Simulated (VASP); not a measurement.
Crystal: PbF2.

```xyz
3
Lattice="0.0000 2.9698 2.9698 2.9698 0.0000 2.9698 2.9698 2.9698 0.0000" Properties=species:S:1:pos:R:3 pbc="T T T"
Pb    0.0000    0.0000    0.0000
F     1.4849    1.4849    1.4849
F     4.4548    4.4548    4.4548
```

* Program: VASP 6.6.1
* Task: relaxation of cell and atoms
* Functional: PBE
* Potentials or basis: VASP PAW PBE potentials, release 64 (Pb_d, F)
* Cutoff: 600 eV
* k mesh: 8 × 8 × 8
* Occupations: gaussian, width 0.02 eV
* Spin: no spin polarisation

At the start: pressure 2.0 GPa; volume 17.46 Å³/atom.

Task: How do energy, volume and symmetry change on relaxing?

Result: Over 3 steps the energy falls by 2.9 meV/atom and the volume is 17.95 Å³/atom (+2.8 %); space group Fm-3m (No. 225, to 0.1 Å) before and after.

The path:
| step | energy change (eV) | largest force (eV/Å) | pressure (GPa) | volume (Å³) |
| --- | --- | --- | --- | --- |
| 1 | 0.0000 | 0.0000 | 1.95 | 52.39 |
| 2 | -0.0085 | 0.0000 | -0.22 | 54.02 |
| 3 | -0.0086 | 0.0000 | 0.00 | 53.84 |

Final structure:
```yaml
crystal:
  lattice:
    - [0.00000, 2.99703, 2.99703]
    - [2.99703, 0.00000, 2.99703]
    - [2.99703, 2.99703, 0.00000]
  atoms:
    - { symbol: Pb, position: [0.00000, 0.00000, 0.00000] }
    - { symbol: F, position: [0.25000, 0.25000, 0.25000] }
    - { symbol: F, position: [0.75000, 0.75000, 0.75000] }
```
